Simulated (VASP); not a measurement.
Input of a VASP 6.6.1 run:

Contents of INCAR:

```
SYSTEM = H2Os
PREC = Accurate ; ENCUT = 520
EDIFF = 1E-6 ; ISMEAR = 0
SIGMA = 0.1 ; LREAL = .False.
LASPH = .True. ; NELM = 100
ALGO = Normal ; ISIF = 2
LWAVE = .False. ; LCHARG = .False.
GGA = PE ; NBANDS = 12
```

Contents of KPOINTS:

```
Automatic mesh
0
Gamma
  18 18 14
  0 0 0
```

POSCAR

```
H2Os
1.0
    2.5825615214      0.0000000000      0.0000000000
    0.0000000000      2.5825615214      0.0000000000
    0.0000000000      0.0000000000      3.4710081415
H Os
2 1
Direct
    0.5000000000      0.5000000000      0.5000000000
    0.0000000000      0.0000000000      0.5000000000
    0.0000000000      0.0000000000      0.0000000000
```

Potentials or basis: VASP PAW PBE potentials, release 64 (H, Os).

Run with:

```console
$ cat potpaw_PBE.64/H/POTCAR potpaw_PBE.64/Os/POTCAR > POTCAR
$ mpirun -np 1 vasp_std > vasp.out
```

Question: What does it give for the pressure?

Answer: 0.4 GPa.

Question: Estimate the band gap on the k mesh.

Answer: Zero (bands 5 and 6 overlap by 2.17 eV).

Stress tensor (GPa, compression positive):
```
-0.03  0.00  0.00
 0.00 -0.03  0.00
 0.00  0.00  1.18
```

Caveat: spin-orbit coupling is left out, which moves the levels of the heavy elements.
